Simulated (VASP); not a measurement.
Input of a VASP 6.6.1 run:

File INCAR:

```
SYSTEM = Lu
PREC = Accurate
ENCUT = 600
EDIFF = 1E-6
ISMEAR = -1
SIGMA = 0.08
LREAL = .FALSE.
LASPH = .TRUE.
NELM = 80
ALGO = Normal
ISIF = 3
LWAVE = .FALSE.
LCHARG = .FALSE.
GGA = CA
IBRION = 2
NSW = 60
EDIFFG = -0.005
PSTRESS = 2500.0
```

File KPOINTS:

```
regular mesh
0
G
  19 19 19
  0 0 0
```

Contents of POSCAR:

```
Lu
1.0
   -1.3808658480      1.3808658480      1.3808658480
    1.3808658480     -1.3808658480      1.3808658480
    1.3808658480      1.3808658480     -1.3808658480
Lu
1
Direct
    0.0000000000      0.0000000000      0.0000000000
```

Potentials or basis: VASP PAW PBE potentials, release 64 (Lu).

Command:

```sh
$ cat potpaw_PBE.64/Lu/POTCAR > POTCAR
$ mpirun -np 1 vasp_std > vasp.out
```

Q: Predict the relaxed cell.

A: a = 2.389 Å, b = 2.389 Å, c = 2.389 Å, α = 109.47°, β = 109.47°, γ = 109.47°.

Q: What does it give for the space group after relaxing (to 0.05 Å)?

A: Im-3m (No. 229).

Q: Predict the relaxed volume.

A: 10.49 Å³/atom.

Final structure:
```xyz
1
Lattice="-1.3792 1.3792 1.3792 1.3792 -1.3792 1.3792 1.3792 1.3792 -1.3792" Properties=species:S:1:pos:R:3 pbc="T T T"
Lu    0.0000    0.0000    0.0000
```

Caveat: the cell is relaxed towards a set pressure, so the enthalpy falls and the energy may rise; the PAW data sets were made with another functional, which shifts forces and pressure a little.
